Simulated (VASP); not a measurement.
Write the native input for VASP 6.6.1 that does the following.

* Task: single point
* Functional: PBE
* Potentials or basis: VASP PAW PBE potentials, release 64 (Cs_sv, Ru_pv)
* Cutoff: 520 eV
* k mesh: 5 × 5 × 4
* Occupations: methfessel-paxton, width 0.005 eV
* Spin: no spin polarisation
* Dipole correction: no
* Further INCAR settings: ALGO = Normal; EDIFF = 1e-07; NBANDS = 18

The structure of CsRu lies in POSCAR:

```
CsRu
1.0
    4.1756000900      0.0000000000      0.0000000000
   -2.0878000500      3.6161757600      0.0000000000
    0.0000000000      0.0000000000      4.5241393300
Cs Ru
1 1
Direct
   -0.0112100000     -0.0023170000      0.0400830000
    0.3354210000      0.6848380000      0.4922730000
```

The input as run:

INCAR

```
SYSTEM = CsRu
  PREC = Accurate
  ENCUT = 520
  EDIFF = 1E-7
  ISMEAR = 1
  SIGMA = 0.005
  LREAL = .FALSE.
  LASPH = .TRUE.
  NELM = 80
  ALGO = Normal
  ISIF = 2
  LWAVE = .FALSE.
  LCHARG = .FALSE.
  GGA = PE
  NBANDS = 18
```

KPOINTS

```
regular mesh
0
G
  5 5 4
  0 0 0
```

Potentials or basis: VASP PAW PBE potentials, release 64 (Cs_sv, Ru_pv).

The run is started by

```bash
$ cat potpaw_PBE.64/Cs_sv/POTCAR potpaw_PBE.64/Ru_pv/POTCAR > POTCAR
$ mpirun -np 1 vasp_std > vasp.out
```

Results of the run:

```yaml
Pressure: -3.5 GPa
Largest_force: 0.196 eV/Å
Band_gap_on_the_k_mesh: zero (an odd number of electrons rules out a gap without spin polarisation)
```

Caveat: the cell stands under tension; spin-orbit coupling is left out, which moves the levels of the heavy elements.

It took 43 s on 1 thread of Intel(R) Xeon(R) Platinum 8259CL CPU @ 2.50GHz (Skylake/Cascade Lake), with other jobs on the host, peak memory 0.22 GiB.
